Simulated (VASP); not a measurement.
# Rh4C3 (R-3m) in VASP: notebook

The runs below take Rh4C3 through single point, with PBE.

All numbers are computed with VASP 6.6.1; they aren't measurements. Logs are shortened: lines on timing, memory, paths and dates and some standing lists are left out, and cuts for length are marked.

## (1) The cell of the first run

It takes space group R-3m (No. 166, trigonal). Conventional cell: a = 3.224 Å, b = 3.224 Å, c = 24.192 Å, α = 90.00°, β = 90.00°, γ = 120.00°. Rh (site symmetry 3m) has 4 C at 1.88 to 2.15 Å within 2.5 Å. Rh (site symmetry 3m) has 4 C at 1.84 to 2.10 Å within 2.4 Å. Within 2.4 Å of C (site symmetry 3m) lie 5 Rh at 1.84 to 2.15 Å. Within 2.8 Å of C (site symmetry -3m) lie 6 Rh at 2.10 Å.

## (2) Single point, PBE

INCAR

```
PREC = Accurate
ENCUT = 520
EDIFF = 1E-6
ISMEAR = 0
SIGMA = 0.0262
LREAL = False
LASPH = True
NELM = 100
ALGO = Normal
ISIF = 2
LWAVE = False
LCHARG = True
GGA = PE
LELF = True
LVHAR = True
NBANDS = 45
```

KPOINTS

```
regular mesh
0
Gamma
  6 6 6
```

POSCAR

```
Rh4C3
1.0
    3.2239530000      0.0000000000      0.0000000000
   -1.6119760000      2.7920260000      0.0000000000
   -1.6119760000      0.9306750000      8.0639200000
Rh C
4 3
Direct
    0.1280000000      0.8720000000      0.3840000000
    0.8720000000      0.1280000000      0.6160000000
    0.2930000000      0.7070000000      0.8790000000
    0.7070000000      0.2930000000      0.1210000000
    0.2170000000      0.7830000000      0.6510000000
    0.7830000000      0.2170000000      0.3490000000
    0.0000000000      0.0000000000      0.0000000000
```

Potentials or basis: VASP PAW PBE potentials, release 64 (Rh_pv, C).

The run is started by

```console
> cat potpaw_PBE.64/Rh_pv/POTCAR potpaw_PBE.64/C/POTCAR > POTCAR
> mpirun -np 1 vasp_std > vasp.out
```

OUTCAR:

```text
PREC = Accurate
   ENCUT = 520
   EDIFF = 1E-6
   ISMEAR = 0
   LREAL = False
   LASPH = True
   NELM = 100
   ISIF = 2
   GGA = PE

 ion  position               nearest neighbor table
   1  0.128  0.872  0.384-   6 1.88   6 1.88   6 1.88   5 2.15   2 2.64   2 2.64   2 2.64   4 2.82
                             4 2.82   4 2.82
   2  0.872  0.128  0.616-   5 1.88   5 1.88   5 1.88   6 2.15   1 2.64   1 2.64   1 2.64   3 2.82
                             3 2.82   3 2.82
   3  0.293  0.707  0.879-   5 1.84   7 2.10   7 2.10   7 2.10   4 2.70   4 2.70   4 2.70   2 2.82
                             2 2.82   2 2.82
   4  0.707  0.293  0.121-   6 1.84   7 2.10   7 2.10   7 2.10   3 2.70   3 2.70   3 2.70   1 2.82
                             1 2.82   1 2.82
   5  0.217  0.783  0.651-   3 1.84   2 1.88   2 1.88   2 1.88   1 2.15
   6  0.783  0.217  0.349-   4 1.84   1 1.88   1 1.88   1 1.88   2 2.15
   7  0.000  0.000  0.000-   3 2.10   4 2.10   4 2.10   3 2.10   4 2.10   3 2.10

  LATTYP: Found a trigonal (rhomboedric) cell.
 ALAT       =     8.2759551299
 COS(alpha) =     0.9241227796

  Lattice vectors:

 A1 = (  -0.0000000000,  -1.8613510000,   8.0639200000)
 A2 = (   1.6119770000,   0.9306750000,   8.0639200000)
 A3 = (  -1.6119760000,   0.9306750000,   8.0639200000)

Analysis of symmetry for initial positions (statically):
=====================================================================
 Subroutine PRICEL returns:
 Original cell was already a primitive cell.

 Routine SETGRP: Setting up the symmetry group for a
 trigonal (rhombohedral) supercell.

 Subroutine GETGRP returns: Found 12 space group operations
 (whereof 12 operations were pure point group operations)
 out of a pool of 12 trial point group operations.

The static configuration has the point symmetry D_3d.

Analysis of symmetry for dynamics (positions and initial velocities):
=====================================================================
 Subroutine PRICEL returns:
 Original cell was already a primitive cell.

 Routine SETGRP: Setting up the symmetry group for a
 trigonal (rhombohedral) supercell.

 Subroutine GETGRP returns: Found 12 space group operations
 (whereof 12 operations were pure point group operations)
 out of a pool of 12 trial point group operations.

The dynamic configuration has the point symmetry D_3d.

 Subroutine INISYM returns: Found 12 space group operations
 (whereof 12 operations are pure point group operations),
 and found     1 'primitive' translations

----------------------------------------------------------------------------------------

                                     Primitive cell

  volume of cell :      72.5863

  direct lattice vectors                    reciprocal lattice vectors
     3.223953000  0.000000000  0.000000000     0.310178219  0.179081371  0.041336384
    -1.611976000  2.792026000  0.000000000     0.000000000  0.358162854 -0.041336374
    -1.611976000  0.930675000  8.063920000     0.000000000  0.000000000  0.124009167

  length of vectors
     3.223953000  3.223953444  8.275954830     0.360540375  0.360540325  0.124009167

  position of ions in fractional coordinates (direct lattice)
     0.128000000  0.872000000  0.384000000
     0.872000000  0.128000000  0.616000000
     0.293000000  0.707000000  0.879000000
     0.707000000  0.293000000  0.121000000
     0.217000000  0.783000000  0.651000000
     0.783000000  0.217000000  0.349000000
     0.000000000  0.000000000  0.000000000

  ion indices of the primitive-cell ions
   primitive index   ion index
                 1           1
                 2           2
                 3           3
                 4           4
                 5           5
                 6           6
                 7           7

----------------------------------------------------------------------------------------

 KPOINTS: regular mesh

Automatic generation of k-mesh.
 Grid dimensions read from file:
 generate k-points for:    6    6    6

 Generating k-lattice:

  Cartesian coordinates                     Fractional coordinates (reciprocal lattice)
     0.051696370  0.029846895  0.006889397     0.166666667  0.000000000  0.000000000
     0.000000000  0.059693809 -0.006889396     0.000000000  0.166666667  0.000000000
     0.000000000  0.000000000  0.020668194     0.000000000  0.000000000  0.166666667

  Length of vectors
     0.060090062  0.060090054  0.020668194

  Shift w.r.t. Gamma in fractional coordinates (k-lattice)
     0.000000000  0.000000000  0.000000000

 Subroutine IBZKPT returns following result:
 ===========================================

 Found     32 irreducible k-points:

 Following reciprocal coordinates:
            Coordinates               Weight
  0.000000  0.000000  0.000000      1.000000
  0.166667  0.000000 -0.000000      6.000000
  0.333333  0.000000 -0.000000      6.000000
  0.500000  0.000000  0.000000      3.000000
  0.166667  0.166667  0.000000      6.000000
  0.333333  0.166667 -0.000000     12.000000
[... 16 lines left out ...]
  0.500000  0.500000  0.166667      6.000000
  0.166667 -0.333333  0.166667     12.000000
 [... further k-points ...]
   k-points           NKPTS =     32   k-points in BZ     NKDIM =     32   number of bands    NBANDS=     45
   number of dos      NEDOS =    301   number of ions     NIONS =      7
   total plane-waves  NPLWV =  36864
   dimension x,y,z NGX =    24 NGY =   24 NGZ =   64
   dimension x,y,z NGXF=    48 NGYF=   48 NGZF=  128
   ions per type =               4   3
   NGX,Y,Z   is equivalent  to a cutoff of  12.38, 12.38, 12.86 a.u.
   NGXF,Y,Z  is equivalent  to a cutoff of  24.75, 24.75, 25.71 a.u.
 SYSTEM =  unknown system
   PREC   = accura    normal or accurate (medium, high low for compatibility)
   ISTART =      0    job   : 0-new  1-cont  2-samecut
   ICHARG =      2    charge: 1-file 2-atom 10-const
   ISPIN  =      1    spin polarized calculation?
   LNONCOLLINEAR =      F non collinear calculations
   LSORBIT =      F    spin-orbit coupling
   LASPH  =      T    aspherical Exc in radial PAW
   ENCUT  =  520.0 eV  38.22 Ry    6.18 a.u.   5.99  5.99 15.39*2*pi/ulx,y,z
   NELM   =    100;   NELMIN=  2; NELMDL= -5     # of ELM steps
   EDIFF  = 0.1E-05   stopping-criterion for ELM
   LREAL  =      F    real-space projection
   EDIFFG = 0.1E-04   stopping-criterion for IOM
   NSW    =      0    number of steps for IOM
   IBRION =     -1    ionic relax: 0-MD 1-quasi-New 2-CG
   NFREE  =      0    steps in history (QN), initial steepest desc. (CG)
   ISIF   =      2    stress and relaxation
   ISYM   =      2    0-nonsym 1-usesym 2-fastsym
   POTIM  = 0.5000    time-step for ionic-motion
   TEBEG  =    0.0;   TEEND  =   0.0 temperature during run
   PSTRESS=    0.0 pullay stress
   NELECT =      72.0000    total number of electrons
   NUPDOWN=      -1.0000    fix difference up-down
   EMIN   =  10.00;   EMAX   =-10.00  energy-range for DOS
   EFERMI =   0.00;   METHOD = LEGACY
   ISMEAR =     0;   SIGMA  =   0.03  broadening in eV -4-tet -1-fermi 0-gaus
   EFERMI_NEDOS =   21; number of points for ismear=-14 and -15
   IALGO  =     38    algorithm
   IMIX   =      4    mixing-type and parameters
     AMIX     =   0.40;   BMIX     =  1.00
     AMIX_MAG =   1.60;   BMIX_MAG =  1.00
  volume/ion in A,a.u.               =      10.37        69.98
  Fermi-wavevector in a.u.,A,eV,Ry     =   1.632679  3.085316 36.268255  2.665642
  Thomas-Fermi vector in A             =   2.724610
   LORBIT       =      0    0 simple, 1 ext, 2 COOP (PROOUT), +10 PAW based schemes
   GGA     = PE    functional components
   LHFCALC =     F    Hartree Fock is set to
   AEXX    =    0.0000 exact exchange contribution
   IVDW    =     0    specifies the selected vdW correction
   LEPSILON=     F    determine dielectric tensor
   LRPA    =     F    only Hartree local field effects (RPA)
 non-spin polarized calculation
 Gauss-broadening in eV      SIGMA  =   0.03
  energy-cutoff  :      520.00
  volume of cell :       72.59
 maximum number of plane-waves:      1982
   NGX = 11   NGY = 11   NGZ = 31

 number of electron      72.0000012 magnetization

 Free energy of the ion-electron system (eV)
  ---------------------------------------------------
  ext. energy  EPLUGINS =         0.00000000
  ---------------------------------------------------
  free energy    TOTEN  =       -51.36527655 eV

  energy without entropy =      -51.36464339  energy(sigma->0) =      -51.36495997

 E-fermi :  12.4809     XC(G=0): -13.6546

 val. band max:       12.4808538686   @ k =   0.5000   0.0000   0.0000
 cond. band min:      12.4973048976   @ k =   0.5000   0.0000   0.1667
 fundamental gap:      0.0164510290
 Fermi energy:        12.4808765638

 k-point     1 :       0.0000    0.0000    0.0000
  band No.  band energies     occupation
      1     -35.7927      2.00000
      2     -35.6066      2.00000
      3     -35.6066      2.00000
      4     -35.5020      2.00000
      5     -35.4743      2.00000
      6     -35.4743      2.00000
[... 37 lines left out ...]
     44      18.0419      0.00000
     45      18.4690      0.00000

 k-point     2 :       0.1667    0.0000   -0.0000
  band No.  band energies     occupation
      1     -35.7702      2.00000
      2     -35.6615      2.00000
      3     -35.6216      2.00000
      4     -35.5697      2.00000
      5     -35.4984      2.00000
      6     -35.4764      2.00000
[... 37 lines left out ...]
     44      17.2549      0.00000
     45      17.7291      0.00000

 k-point     3 :       0.3333    0.0000   -0.0000
  band No.  band energies     occupation
      1     -35.7747      2.00000
      2     -35.7042      2.00000
      3     -35.6498      2.00000
      4     -35.6379      2.00000
      5     -35.5222      2.00000
      6     -35.4825      2.00000
[... 997 lines left out ...]
     44      15.8098      0.00000
     45      20.0051      0.00000

 k-point    24 :       0.1667   -0.3333    0.1667
  band No.  band energies     occupation
      1     -35.7787      2.00000
      2     -35.6705      2.00000
      3     -35.6435      2.00000
      4     -35.6161      2.00000
      5     -35.5478      2.00000
      6     -35.4870      2.00000
[... 37 lines left out ...]
     44      16.5449      0.00000
     45      18.3290      0.00000

 [... further k-points ...]

------------------------ aborting loop because EDIFF is reached ----------------------------------------

  FORCE on cell =-STRESS in cart. coord.  units (eV):
  Direction    XX          YY          ZZ          XY          YZ          ZX
  --------------------------------------------------------------------------------------
  -------------------------------------------------------------------------------------
  Total       21.8944007     21.8944132     26.1157802      0.0000039     -0.0000011      0.0000011
  in kB      483.2693735    483.2696509    576.4467795      0.0000865     -0.0000238      0.0000238
  external PRESSURE =     514.3286013 kB  Pullay stress =       0.0000000 kB

 VOLUME and BASIS-vectors are now :
 -----------------------------------------------------------------------------
  energy-cutoff  :      520.00
  volume of cell :       72.59
      direct lattice vectors                 reciprocal lattice vectors
     3.223953000  0.000000000  0.000000000     0.310178219  0.179081371  0.041336384
    -1.611976000  2.792026000  0.000000000     0.000000000  0.358162854 -0.041336374
    -1.611976000  0.930675000  8.063920000     0.000000000  0.000000000  0.124009167

 POSITION                                       TOTAL-FORCE (eV/Angst)
 -----------------------------------------------------------------------------------
     -1.61198      2.79203      3.09655        -0.000000      0.000000     -0.452298
      1.61198      0.93068      4.96737         0.000000     -0.000000      0.452298
     -1.61198      2.79203      7.08819         0.000000     -0.000000      1.520744
      1.61198      0.93068      0.97573        -0.000000      0.000000     -1.520744
     -1.61198      2.79203      5.24961        -0.000000      0.000000     -0.766193
      1.61198      0.93068      2.81431         0.000000     -0.000000      0.766193
      0.00000      0.00000      0.00000        -0.000000      0.000000      0.000000
 -----------------------------------------------------------------------------------
    total drift:                                0.000000      0.000000      0.000000

  FREE ENERGIE OF THE ION-ELECTRON SYSTEM (eV)
  ---------------------------------------------------
  free  energy   TOTEN  =       -51.3652765477 eV

  energy  without entropy=      -51.3646433922  energy(sigma->0) =      -51.36495997
```

Run time: 41 s. Hardware: 1 thread of Intel Xeon 6975P-C (Granite Rapids), shared host; peak memory 0.23 GiB.

Results:

- Free energy: -51.3653 eV
- Pressure: 51.4 GPa
- Largest force: 1.521 eV/Å
- Band gap on the k mesh: zero (bands 36 and 37 overlap by 1.55 eV)

Forces in eV/Å, atoms in the order of the input:
```
Rh   0.000  0.000 -0.452
Rh   0.000  0.000  0.452
Rh   0.000  0.000  1.521
Rh   0.000  0.000 -1.521
C    0.000  0.000 -0.766
C    0.000  0.000  0.766
C    0.000  0.000  0.000
```

Levels at points of the mesh, in eV from the Fermi level:
| k point | band 33 | band 34 | band 35 | band 36 | band 37 | band 38 | band 39 | band 40 |
| --- | --- | --- | --- | --- | --- | --- | --- | --- |
| (0.00, 0.00, 0.00) | -2.72 | -2.08 | -1.30 | -1.30 | 1.39 | 3.32 | 3.32 | 3.53 |
| (0.50, 0.00, 0.00) | -2.24 | -2.02 | -1.67 | -1.26 | 0.00 | 0.53 | 0.89 | 1.24 |
| (0.50, 0.50, 0.00) | -2.14 | -1.74 | -1.39 | -0.88 | -0.77 | 0.14 | 0.44 | 1.25 |
| (0.00, 0.00, 0.50) | -1.80 | -1.80 | -1.53 | -1.53 | 1.97 | 3.38 | 3.38 | 3.57 |

Caveat: the k points lie up to 0.38 Å⁻¹ apart, too coarse for converged energies and pressures of a metal; forces of over 1 eV/Å act on the atoms, so gaps and moduli don't describe the material at rest.

(Part 1 of 2 ends here.)
